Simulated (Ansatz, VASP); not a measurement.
**Two plane-wave programs on MoSe3**

```xyz
4
Lattice="4.2786 0.0000 0.0000 0.0000 4.2786 0.0000 0.0000 0.0000 4.2786" Properties=species:S:1:pos:R:3 pbc="T T T"
Mo    0.0000    0.0000    0.0000
Se    0.0000    2.1393    2.1393
Se    2.1393    0.0000    2.1393
Se    2.1393    2.1393    0.0000
```

Alike in both runs: functional PBE; k mesh 4 × 4 × 4; occupations gaussian, width 0.1 eV; collinear spin.

Ansatz relaxed the structure, and its values are those at the end. VASP's run is a single point on that final structure, the one shown.

|  | VASP | Ansatz |
| --- | --- | --- |
| version | VASP 6.6.1 | Ansatz 0.2.0 |
| potentials or method | VASP PAW PBE potentials, release 64 (Mo_sv, Se), cutoff 520 eV | scalar-relativistic, plane waves, PAW |
| valence electrons in the cell | 32 | 62 |

```tsv
	VASP	Ansatz	Ansatz less VASP
gap on the k mesh at the Fermi level (eV)	none	none	-
pressure (GPa)	0.4	0.3	-0.07
net moment per atom (μB)	0.71	0.71	+0.001
size of the moment on the site where the two differ most (μB)	2.52	2.48	-0.037
```

Site moments also hang on the region over which each program counts them. A gap of «none» marks a metal or a gap that the smearing closes. VASP's potentials hold 32 valence electrons a cell and Ansatz's 62, so a difference there can come from the potentials and not from the codes.

The k mesh is coarse, so the values compare programs but aren't converged.
